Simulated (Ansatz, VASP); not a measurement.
**One calculation of La, two programs**

The input INCAR:

```
SYSTEM = La
ALGO     = Normal         ! electronic algorithm
EDIFF    = 1E-6           ! SCF threshold, eV
ENCUT    = 500            ! plane-wave cutoff, eV
GGA      = PE             ! functional
GGA_COMPAT= .FALSE.      
ISIF     = 2              ! what is computed and relaxed
ISMEAR   = -1             ! smearing method
LASPH    = .TRUE.         ! aspherical terms in the spheres
LCHARG   = .TRUE.         ! write CHGCAR
LELF     = .TRUE.         ! ELF
LMAXMIX  = 6              ! l up to which the mixer works
LREAL    = .FALSE.        ! projectors in reciprocal space
LVHAR    = .TRUE.       
LWAVE    = .FALSE.        ! write WAVECAR
NBANDS   = 12             ! bands
NELM     = 200            ! most SCF steps
PREC     = Accurate       ! precision mode
SIGMA    = 0.08           ! smearing width, eV
```

KPOINTS

```
k-points
0
G
  12 12 12
  0 0 0
```

Contents of POSCAR:

```
La
1.0
    2.7287340239      0.0000000000      0.0000000000
    0.0000000000      2.7287340239      0.0000000000
    0.0000000000      0.0000000000      2.7287340239
La
1
Direct
    0.0000000000      0.0000000000      0.0000000000
```

Input for Ansatz:

```yaml
crystal:
  lattice:
    - [2.7287340239, 0.0, 0.0]
    - [0.0, 2.7287340239, 0.0]
    - [0.0, 0.0, 2.7287340239]
  atoms:
    - { symbol: La, position: [0.0, 0.0, 0.0] }
kpoints:
  mp_grid: { grid: [12, 12, 12] }
scf:
  occupations: { method: fermi_dirac, width: 0.08 }
hamiltonian:
  xc: pbe
  pseudopotentials: { kind: all_electron, lapw: { basis_error: 0.001 } }
output:
  forces: true
  stress: true
  eigenvalues: true
  populations: true
```

Change from the starting cell: volume scaled by 0.55, LAPW.

Alike in both runs: task single point; functional PBE; k mesh 12 × 12 × 12; occupations fermi-dirac, width 0.08 eV; no spin polarisation.

```csv
,VASP,Ansatz
version,VASP 6.6.1,Ansatz 0.2.0
potentials or method,"VASP PAW PBE potentials, release 64 (La), cutoff 500 eV","all-electron LAPW, scalar-relativistic"
```

Ansatz gave:

* pressure (GPa): 50.2

Question: What did VASP give for the same quantities?

Answer: Pressure (GPa): 50.3.

Both programs put the cell under a high pressure, so it lies far from rest at this level. Ansatz ran all-electron here, and VASP with PAW potentials.

Spin-orbit coupling is off throughout.
